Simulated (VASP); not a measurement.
Ag, 1 atom in the cell. Symmetry: Fm-3m, No. 225, cubic system. The conventional cell has a = 3.980 Å, b = 3.980 Å, c = 3.980 Å, α = 90.00°, β = 90.00°, γ = 90.00°. Ag (site symmetry m-3m) has 12 Ag at 2.81 Å within 3.7 Å. 

| Quantity | Value |
| --- | --- |
| Program | VASP 6.6.1 |
| Task | single point |
| Functional | LDA |
| Potentials or basis | VASP PAW LDA potentials, release 64 (Ag) |
| Cutoff | 520 eV |
| k mesh | 17 × 17 × 17 |
| Occupations | fermi-dirac, width 0.1 eV |
| Spin | no spin polarisation |
| Dipole correction | no |
| Further INCAR settings | ALGO = Normal; EDIFF = 1e-06; NBANDS = 12 |

Potentials or basis: VASP PAW LDA potentials, release 64 (Ag).

Launch:

```console
$ cat potpaw_LDA.64/Ag/POTCAR > POTCAR
$ mpirun -np 1 vasp_std > vasp.out
```

Hardware: 1 thread of AMD EPYC 7R43 64-Core Processor (Zen 3), with other jobs on the host.

**Question.** How long does it take, and how much memory?

**Answer.** It took 43 s on 1 thread of AMD EPYC 7R43 64-Core Processor (Zen 3), with other jobs on the host, peak memory 0.11 GiB. Counts: scf iterations 11, k points 165.
